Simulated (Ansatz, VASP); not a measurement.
**TaN: VASP beside Ansatz**

Contents of INCAR:

```
ALGO     = Normal         # electronic algorithm
EDIFF    = 1E-6           # SCF threshold, eV
ENCUT    = 700            # plane-wave cutoff, eV
GGA      = PE             # functional
GGA_COMPAT= F            
ISIF     = 2              # what is computed and relaxed
ISMEAR   = 0              # smearing method
LASPH    = T              # aspherical terms in the spheres
LCHARG   = F              # write CHGCAR
LMAXMIX  = 4              # l up to which the mixer works
LNONCOLLINEAR= T              # non-collinear magnetism
LORBIT   = 11             # projections on sites
LORBMOM  = T            
LREAL    = F              # projectors in reciprocal space
LSORBIT  = T              # spin-orbit coupling
LWAVE    = F              # write WAVECAR
MAGMOM   = 0 0 0.05 0 0 0 # initial moments
NBANDS   = 30             # bands
NELM     = 200            # most SCF steps
PREC     = Accurate       # precision mode
SIGMA    = 0.05           # smearing width, eV
```

File KPOINTS:

```
k-points
0
Gamma
  14 14 14
```

The input POSCAR:

```
TaN
1.0
    0.0000000000      2.2587724677      2.2587724677
    2.2587724677      0.0000000000      2.2587724677
    2.2587724677      2.2587724677      0.0000000000
Ta N
1 1
Direct
    0.5000000000      0.5000000000      0.5000000000
    0.0000000000      0.0000000000      0.0000000000
```

Input for Ansatz:

```yaml
crystal:
  lattice:
    - [0.0, 2.2587724677, 2.2587724677]
    - [2.2587724677, 0.0, 2.2587724677]
    - [2.2587724677, 2.2587724677, 0.0]
  atoms:
    - { symbol: Ta, position: [0.5, 0.5, 0.5], spin: 0.05, spin_axis: [0.0, 0.0, 1.0] }
    - { symbol: "N", position: [0.0, 0.0, 0.0] }
basis:
  ecutwfc: 420
  ecutrho_ratio: 4
kpoints:
  mp_grid: { grid: [14, 14, 14] }
hamiltonian:
  xc: pbe
scf:
  occupations: { method: gaussian, width: 0.05 }
output:
  forces: true
  stress: true
  eigenvalues: true
  populations: true
magnetization:
  noncollinear: true
  spin_orbit: true
```

Alike in both runs: task single point; functional PBE; k mesh 14 × 14 × 14; occupations gaussian, width 0.05 eV; non-collinear spin, spin-orbit coupling.

|  | VASP | Ansatz |
| --- | --- | --- |
| version | VASP 6.6.1 | Ansatz 0.2.0 |
| potentials or method | VASP PAW PBE potentials, release 64 (Ta_sv_GW, N), cutoff 700 eV | plane waves, PAW |
| valence electrons in the cell | 18 | 18 |

|  | VASP | Ansatz | Ansatz less VASP |
| --- | --- | --- | --- |
| pressure (GPa) | -18.9 | -19.1 | -0.20 |
| net moment per atom (μB) | 0.00 | 0.00 | 0.000 |

Ansatz's warnings: seeded moment not kept, stress scf threshold loose.
